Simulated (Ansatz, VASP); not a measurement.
**ZnO: VASP beside Ansatz**

```
CELL_PARAMETERS angstrom
-3.28491 3.28491 3.28491
3.28491 -3.28491 3.28491
3.28491 3.28491 -3.28491
ATOMIC_POSITIONS crystal
Zn 0.12500 0.75000 0.87500
Zn 0.62500 0.37500 0.25000
Zn 0.75000 0.87500 0.12500
Zn 0.87500 0.12500 0.75000
Zn 0.37500 0.25000 0.62500
Zn 0.25000 0.62500 0.37500
O 0.75000 0.37500 0.62500
O 0.12500 0.87500 0.25000
O 0.25000 0.12500 0.87500
O 0.37500 0.62500 0.75000
O 0.87500 0.25000 0.12500
O 0.62500 0.75000 0.37500
```

Alike in both runs: functional PBE; k mesh 8 × 8 × 8; occupations gaussian, width 0.02 eV; no spin polarisation.

Ansatz relaxed the structure, and its values are those at the end. VASP's run is a single point on that final structure, the one shown.

```csv
,VASP,Ansatz
version,VASP 6.6.1,Ansatz 0.2.0
potentials or method,"VASP PAW PBE potentials, release 64 (Zn, O), cutoff 520 eV","scalar-relativistic, plane waves, PAW"
valence electrons in the cell,108,108
```

Ansatz gave:

* gap on the k mesh at the Fermi level (eV): 0.44
* least direct gap on the mesh (eV): 0.44
* pressure (GPa): 0.0

Problem. What did VASP give for the same quantities?

Solution. gap on the k mesh at the Fermi level (eV): 0.43; least direct gap on the mesh (eV): 0.43; pressure (GPa): 0.9.
